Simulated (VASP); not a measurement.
# Si in VASP: notebook

The runs below take Si through single point, with PBE.

All numbers are computed with VASP 6.6.1; they aren't measurements. Logs are shortened: lines on timing, memory, paths and dates and some standing lists are left out, and cuts for length are marked.

## 1. The cell of the first run

The cell holds a slab with vacuum, 6 atoms: a = 3.868 Å, b = 3.868 Å, c = 28.468 Å, α = 90.00°, β = 90.00°, γ = 90.00°.

## 2. Single point, PBE

Input file INCAR:

```
ALGO = Normal ; DIPOL = 0.5 0.5 0.394
EDIFF = 1E-6 ; ENCUT = 520
GGA = PE ; IDIPOL = 3
ISIF = 2 ; ISMEAR = 0
LASPH = True ; LCHARG = False
LDIPOL = True ; LREAL = False
LWAVE = False ; NBANDS = 21
NELM = 80 ; PREC = Accurate
SIGMA = 0.1
```

Input file KPOINTS:

```
k-points
0
Gamma
  9 9 1
```

Input file POSCAR:

```
Si
1.0
    3.8677060746      0.0000000000      0.0000000000
    0.0000000000      3.8677060746      0.0000000000
    0.0000000000      0.0000000000     28.4681894710
Si
6
Direct
   -0.0634274797      0.5000000000      0.2794764700
   -0.2697055859      0.0000000000      0.3190185864
    0.2358185533      0.0000000000      0.3678730517
    0.2342575989      0.5000000000      0.4162289065
   -0.2655338488      0.5000000000      0.4641937619
   -0.2651037512      0.0000000000      0.5148269809
```

Potentials or basis: VASP PAW PBE potentials, release 64 (Si).

Command:

```sh
> cat potpaw_PBE.64/Si/POTCAR > POTCAR
> mpirun -np 1 vasp_std > vasp.out
```

OUTCAR:

```text
EDIFF = 1E-6
   ENCUT = 520
   GGA = PE
   ISIF = 2
   ISMEAR = 0
   LASPH = True
   LREAL = False
   NELM = 80
   PREC = Accurate

 ion  position               nearest neighbor table
   1  0.937  0.500  0.279-   2 2.38   2 2.38
   2  0.730  0.000  0.319-   3 2.36   1 2.38   1 2.38   3 2.40
   3  0.236  0.000  0.368-   2 2.36   4 2.37   4 2.37   2 2.40
   4  0.234  0.500  0.416-   5 2.37   5 2.37   3 2.37   3 2.37
   5  0.734  0.500  0.464-   4 2.37   4 2.37   6 2.41   6 2.41
   6  0.735  0.000  0.515-   5 2.41   5 2.41

  LATTYP: Found a simple tetragonal cell.
 ALAT       =     3.8677060746
 C/A-ratio  =     7.3604842048

  Lattice vectors:

 A1 = (   3.8677060746,   0.0000000000,   0.0000000000)
 A2 = (   0.0000000000,   3.8677060746,   0.0000000000)
 A3 = (   0.0000000000,   0.0000000000,  28.4681894710)

Analysis of symmetry for initial positions (statically):
=====================================================================
 Subroutine PRICEL returns:
 Original cell was already a primitive cell.

 Routine SETGRP: Setting up the symmetry group for a
 simple tetragonal supercell.

 Subroutine GETGRP returns: Found  2 space group operations
 (whereof  2 operations were pure point group operations)
 out of a pool of 16 trial point group operations.

The static configuration has the point symmetry C_1h.

Analysis of symmetry for dynamics (positions and initial velocities):
=====================================================================
 Subroutine PRICEL returns:
 Original cell was already a primitive cell.

 Routine SETGRP: Setting up the symmetry group for a
 simple tetragonal supercell.

 Subroutine GETGRP returns: Found  2 space group operations
 (whereof  2 operations were pure point group operations)
 out of a pool of 16 trial point group operations.

The dynamic configuration has the point symmetry C_1h.

 Subroutine INISYM returns: Found  2 space group operations
 (whereof  2 operations are pure point group operations),
 and found     1 'primitive' translations

----------------------------------------------------------------------------------------

                                     Primitive cell

  volume of cell :     425.8599

  direct lattice vectors                    reciprocal lattice vectors
     3.867706075  0.000000000  0.000000000     0.258551188  0.000000000  0.000000000
     0.000000000  3.867706075  0.000000000     0.000000000  0.258551188  0.000000000
     0.000000000  0.000000000 28.468189471     0.000000000  0.000000000  0.035126927

  length of vectors
     3.867706075  3.867706075 28.468189471     0.258551188  0.258551188  0.035126927

  position of ions in fractional coordinates (direct lattice)
     0.936572520  0.500000000  0.279476470
     0.730294414  0.000000000  0.319018586
     0.235818553  0.000000000  0.367873052
     0.234257599  0.500000000  0.416228907
     0.734466151  0.500000000  0.464193762
     0.734896249  0.000000000  0.514826981

  ion indices of the primitive-cell ions
   primitive index   ion index
                 1           1
                 2           2
                 3           3
                 4           4
                 5           5
                 6           6

----------------------------------------------------------------------------------------

 KPOINTS: k-points

Automatic generation of k-mesh.
 Grid dimensions read from file:
 generate k-points for:    9    9    1

 Generating k-lattice:

  Cartesian coordinates                     Fractional coordinates (reciprocal lattice)
     0.028727910  0.000000000  0.000000000     0.111111111  0.000000000  0.000000000
     0.000000000  0.028727910  0.000000000     0.000000000  0.111111111  0.000000000
     0.000000000  0.000000000  0.035126927     0.000000000  0.000000000  1.000000000

  Length of vectors
     0.028727910  0.028727910  0.035126927

  Shift w.r.t. Gamma in fractional coordinates (k-lattice)
     0.000000000  0.000000000  0.000000000

 Subroutine IBZKPT returns following result:
 ===========================================

 Found     25 irreducible k-points:

 Following reciprocal coordinates:
            Coordinates               Weight
  0.000000  0.000000  0.000000      1.000000
  0.111111  0.000000  0.000000      2.000000
  0.000000  0.111111  0.000000      2.000000
  0.222222  0.000000  0.000000      2.000000
  0.000000  0.222222  0.000000      2.000000
  0.333333  0.000000  0.000000      2.000000
[... 16 lines left out ...]
  0.444444  0.333333  0.000000      4.000000
 -0.333333  0.444444  0.000000      4.000000
   k-points           NKPTS =     25   k-points in BZ     NKDIM =     25   number of bands    NBANDS=     21
   number of dos      NEDOS =    301   number of ions     NIONS =      6
   total plane-waves  NPLWV = 194400
   dimension x,y,z NGX =    30 NGY =   30 NGZ =  216
   dimension x,y,z NGXF=    60 NGYF=   60 NGZF=  432
   ions per type =               6
   NGX,Y,Z   is equivalent  to a cutoff of  12.89, 12.89, 12.61 a.u.
   NGXF,Y,Z  is equivalent  to a cutoff of  25.79, 25.79, 25.23 a.u.
 SYSTEM =  unknown system
   PREC   = accura    normal or accurate (medium, high low for compatibility)
   ISTART =      0    job   : 0-new  1-cont  2-samecut
   ICHARG =      2    charge: 1-file 2-atom 10-const
   ISPIN  =      1    spin polarized calculation?
   LNONCOLLINEAR =      F non collinear calculations
   LSORBIT =      F    spin-orbit coupling
   LASPH  =      T    aspherical Exc in radial PAW
   ENCUT  =  520.0 eV  38.22 Ry    6.18 a.u.   7.19  7.19 52.93*2*pi/ulx,y,z
   NELM   =     80;   NELMIN=  2; NELMDL= -5     # of ELM steps
   EDIFF  = 0.1E-05   stopping-criterion for ELM
   LREAL  =      F    real-space projection
   EDIFFG = 0.1E-04   stopping-criterion for IOM
   NSW    =      0    number of steps for IOM
   IBRION =     -1    ionic relax: 0-MD 1-quasi-New 2-CG
   NFREE  =      0    steps in history (QN), initial steepest desc. (CG)
   ISIF   =      2    stress and relaxation
   ISYM   =      2    0-nonsym 1-usesym 2-fastsym
   POTIM  = 0.5000    time-step for ionic-motion
   TEBEG  =    0.0;   TEEND  =   0.0 temperature during run
   PSTRESS=    0.0 pullay stress
   NELECT =      24.0000    total number of electrons
   NUPDOWN=      -1.0000    fix difference up-down
   EMIN   =  10.00;   EMAX   =-10.00  energy-range for DOS
   EFERMI =   0.00;   METHOD = LEGACY
   ISMEAR =     0;   SIGMA  =   0.10  broadening in eV -4-tet -1-fermi 0-gaus
   EFERMI_NEDOS =   21; number of points for ismear=-14 and -15
   IALGO  =     38    algorithm
   IMIX   =      4    mixing-type and parameters
     AMIX     =   0.40;   BMIX     =  1.00
     AMIX_MAG =   1.60;   BMIX_MAG =  1.00
  volume/ion in A,a.u.               =      70.98       478.97
  Fermi-wavevector in a.u.,A,eV,Ry     =   0.627658  1.186101  5.360075  0.393954
  Thomas-Fermi vector in A             =   1.689333
   LORBIT       =      0    0 simple, 1 ext, 2 COOP (PROOUT), +10 PAW based schemes
   GGA     = PE    functional components
   LHFCALC =     F    Hartree Fock is set to
   AEXX    =    0.0000 exact exchange contribution
   IVDW    =     0    specifies the selected vdW correction
   LEPSILON=     F    determine dielectric tensor
   LRPA    =     F    only Hartree local field effects (RPA)
 non-spin polarized calculation
 Gauss-broadening in eV      SIGMA  =   0.10
  energy-cutoff  :      520.00
  volume of cell :      425.86
 maximum number of plane-waves:     11504
 NGX is ok and might be reduce to    30
   NGX = 15   NGY = 15   NGZ =105

 dipolmoment           0.000000      0.000000     -0.247896 electrons x Angstroem

 number of electron      23.9999998 magnetization

 dipolmoment           0.000000      0.000000      0.044105 electrons x Angstroem

 Free energy of the ion-electron system (eV)
  ---------------------------------------------------
  ext. energy  EPLUGINS =         0.00000000
  ---------------------------------------------------
  free energy    TOTEN  =       -28.66866909 eV

  energy without entropy =      -28.64647847  energy(sigma->0) =      -28.65757378

 E-fermi :  -2.0762     XC(G=0):  -3.3561

 val. band max:       -2.0850898726   @ k =   0.0000   0.3333   0.0000
 cond. band min:      -2.0115187119   @ k =   0.1111   0.1111   0.0000
 fundamental gap:      0.0735711607
 Fermi energy:        -2.0762498944

 k-point     1 :       0.0000    0.0000    0.0000
  band No.  band energies     occupation
      1     -13.4125      2.00000
      2     -12.1764      2.00000
      3     -10.3154      2.00000
      4      -8.0539      2.00000
      5      -5.5445      2.00000
      6      -4.4437      2.00000
[... 13 lines left out ...]
     20       1.7607      0.00000
     21       2.3707      0.00000

 k-point     2 :       0.1111    0.0000    0.0000
  band No.  band energies     occupation
      1     -13.3102      2.00000
      2     -12.0850      2.00000
      3     -10.2976      2.00000
      4      -8.0038      2.00000
      5      -5.8798      2.00000
      6      -4.6394      2.00000
[... 13 lines left out ...]
     20       1.7489      0.00000
     21       2.5070      0.00000

 k-point     3 :       0.0000    0.1111    0.0000
  band No.  band energies     occupation
      1     -13.3086      2.00000
      2     -12.0820      2.00000
      3     -10.2055      2.00000
      4      -8.1421      2.00000
      5      -5.8312      2.00000
      6      -4.9262      2.00000
[... 13 lines left out ...]
     20       2.1063      0.00000
     21       2.4039      0.00000

 k-point     4 :       0.2222    0.0000    0.0000
  band No.  band energies     occupation
      1     -13.0088      2.00000
      2     -11.8241      2.00000
      3     -10.3035      2.00000
      4      -7.9232      2.00000
      5      -6.7001      2.00000
      6      -5.5123      2.00000
[... 13 lines left out ...]
     20       2.2363      0.00000
     21       2.8899      0.00000

 k-point     5 :       0.0000    0.2222    0.0000
  band No.  band energies     occupation
      1     -13.0021      2.00000
      2     -11.8155      2.00000
      3      -9.8832      2.00000
      4      -8.5237      2.00000
      5      -6.6980      2.00000
      6      -5.4869      2.00000
[... 13 lines left out ...]
     20       2.3086      0.00000
     21       3.0420      0.00000

 k-point     6 :       0.3333    0.0000    0.0000
  band No.  band energies     occupation
      1     -12.5308      2.00000
      2     -11.4523      2.00000
      3     -10.5046      2.00000
      4      -8.0931      2.00000
      5      -7.2337      2.00000
      6      -6.2965      2.00000
[... 13 lines left out ...]
     20       2.6466      0.00000
     21       3.2339      0.00000

 k-point     7 :       0.0000    0.3333    0.0000
  band No.  band energies     occupation
      1     -12.5153      2.00000
      2     -11.4657      2.00000
      3      -9.4433      2.00000
      4      -9.1187      2.00000
      5      -7.7203      2.00000
      6      -6.2385      2.00000
[... 13 lines left out ...]
     20       2.6850      0.00000
     21       3.1743      0.00000
[... 291 lines left out ...]
      1     -11.5334      2.00000
      2     -10.7920      2.00000
      3     -10.4629      2.00000
      4      -8.3811      2.00000
      5      -7.3879      2.00000
      6      -6.8668      2.00000
[... 13 lines left out ...]
     20       3.0398      0.00000
     21       3.3286      0.00000

 k-point    21 :      -0.2222    0.4444    0.0000
  band No.  band energies     occupation
      1     -11.5064      2.00000
      2     -10.9481      2.00000
      3      -9.3602      2.00000
      4      -8.7752      2.00000
      5      -8.2415      2.00000
      6      -7.4622      2.00000
[... 13 lines left out ...]
     20       3.0358      0.00000
     21       3.3745      0.00000

 k-point    22 :       0.3333    0.3333    0.0000
  band No.  band energies     occupation
      1     -11.6155      2.00000
      2     -10.6414      2.00000
      3      -9.5426      2.00000
      4      -8.6733      2.00000
      5      -7.7240      2.00000
      6      -7.0197      2.00000
[... 13 lines left out ...]
     20       3.2863      0.00000
     21       3.6802      0.00000

 k-point    23 :       0.4444    0.3333    0.0000
  band No.  band energies     occupation
      1     -11.0176      2.00000
      2     -10.2909      2.00000
      3      -9.9662      2.00000
      4      -8.6086      2.00000
      5      -7.8435      2.00000
      6      -7.4640      2.00000
[... 13 lines left out ...]
     20       3.2417      0.00000
     21       3.6272      0.00000

 k-point    24 :      -0.3333    0.4444    0.0000
  band No.  band energies     occupation
      1     -10.9997      2.00000
      2     -10.4367      2.00000
      3      -9.1430      2.00000
      4      -8.7312      2.00000
      5      -8.4503      2.00000
      6      -7.8735      2.00000
[... 13 lines left out ...]
     20       3.0339      0.00000
     21       3.7342      0.00000

 [... further k-points ...]

------------------------ aborting loop because EDIFF is reached ----------------------------------------

 vacuum level on the upper side and lower side of the slab       (xc-potential included)         0.254        -0.271

  FORCE on cell =-STRESS in cart. coord.  units (eV):
  Direction    XX          YY          ZZ          XY          YZ          ZX
  --------------------------------------------------------------------------------------
  -------------------------------------------------------------------------------------
  Total       -2.9599573     -1.9007992     -1.0524328      0.0000000      0.0000000      0.1604581
  in kB      -11.1360007     -7.1512186     -3.9594804      0.0000000      0.0000000      0.6036782
  external PRESSURE =      -7.4155666 kB  Pullay stress =       0.0000000 kB

 VOLUME and BASIS-vectors are now :
 -----------------------------------------------------------------------------
  energy-cutoff  :      520.00
  volume of cell :      425.86
      direct lattice vectors                 reciprocal lattice vectors
     3.867706075  0.000000000  0.000000000     0.258551188  0.000000000  0.000000000
     0.000000000  3.867706075  0.000000000     0.000000000  0.258551188  0.000000000
     0.000000000  0.000000000 28.468189471     0.000000000  0.000000000  0.035126927

 POSITION                                       TOTAL-FORCE (eV/Angst)
 -----------------------------------------------------------------------------------
      3.62239      1.93385      7.95619        -0.065292      0.000000      0.085522
      2.82456      0.00000      9.08188         0.076201      0.000000     -0.146331
      0.91208      0.00000     10.47268        -0.060957      0.000000      0.108609
      0.90604      1.93385     11.84928         0.069121      0.000000      0.071009
      2.84070      1.93385     13.21476        -0.060449      0.000000      0.436936
      2.84236      0.00000     14.65619         0.041375      0.000000     -0.555746
 -----------------------------------------------------------------------------------
    total drift:                                0.000037      0.000000     -0.000043

  FREE ENERGIE OF THE ION-ELECTRON SYSTEM (eV)
  ---------------------------------------------------
  free  energy   TOTEN  =       -28.6686690879 eV

  energy  without entropy=      -28.6464784722  energy(sigma->0) =      -28.65757378

 vacuum level on the upper side and lower side of the slab         3.331         2.792
```

Wall time 17 min (1 thread of AMD EPYC, shared host); peak memory 0.5 GiB.

What came out:

```yaml
Free_energy: -28.6687 eV
Largest_force: 0.557 eV/Å
Band_gap_on_the_k_mesh: zero (bands 12 and 13 overlap by 0.74 eV)
```

Forces on the atoms (eV/Å):
```
Si  -0.065  0.000  0.086
Si   0.076  0.000 -0.146
Si  -0.061  0.000  0.109
Si   0.069  0.000  0.071
Si  -0.060  0.000  0.437
Si   0.041  0.000 -0.556
```

## 3. Single point, PBE

Input file INCAR:

```
PREC = Accurate
ENCUT = 520
EDIFF = 1E-6
ISMEAR = 0
SIGMA = 0.1
LREAL = False
LASPH = True
NELM = 80
ALGO = Normal
ISIF = 2
LWAVE = False
LCHARG = True
LDIPOL = True
IDIPOL = 3
DIPOL = 0.5 0.5 0.394
GGA = PE
LELF = True
LVHAR = True
LVACPOTAV = True
NBANDS = 21
```

Input file KPOINTS:

```
regular mesh
0
Gamma
  9 9 1
```

Input file POSCAR:

```
Si
1.0
    3.8677060746      0.0000000000      0.0000000000
    0.0000000000      3.8677060746      0.0000000000
    0.0000000000      0.0000000000     28.4681894710
Si
6
Direct
   -0.0633005763      0.5000000000      0.2794583922
   -0.2695583072      0.0000000000      0.3190150609
    0.2359366081      0.0000000000      0.3678619877
    0.2341209248      0.5000000000      0.4162194333
   -0.2656426538      0.5000000000      0.4641811758
   -0.2652369855      0.0000000000      0.5148180264
```

Potentials or basis: VASP PAW PBE potentials, release 64 (Si).

Command:

```sh
> cat potpaw_PBE.64/Si/POTCAR > POTCAR
> mpirun -np 1 vasp_std > vasp.out
```

It took 12 min on 1 thread of AMD EPYC, shared host; peak memory 0.5 GiB.

The run converged. Its results:

```
Free energy            : -28.6685 eV
Largest force          : 0.558 eV/Å
Band gap on the k mesh : zero (bands 12 and 13 overlap by 0.74 eV)
```

Forces in eV/Å, atoms in the order of the input:
```
Si  -0.066  0.000  0.087
Si   0.076  0.000 -0.149
Si  -0.061  0.000  0.110
Si   0.071  0.000  0.071
Si  -0.061  0.000  0.438
Si   0.041  0.000 -0.556
```

Levels at points of the mesh, in eV from the Fermi level:
| k point | band 10 | band 11 | band 12 | band 13 | band 14 | band 15 |
| --- | --- | --- | --- | --- | --- | --- |
| (0.00, 0.00, 0.00) | -0.85 | -0.15 | 0.32 | 0.60 | 1.22 | 1.90 |
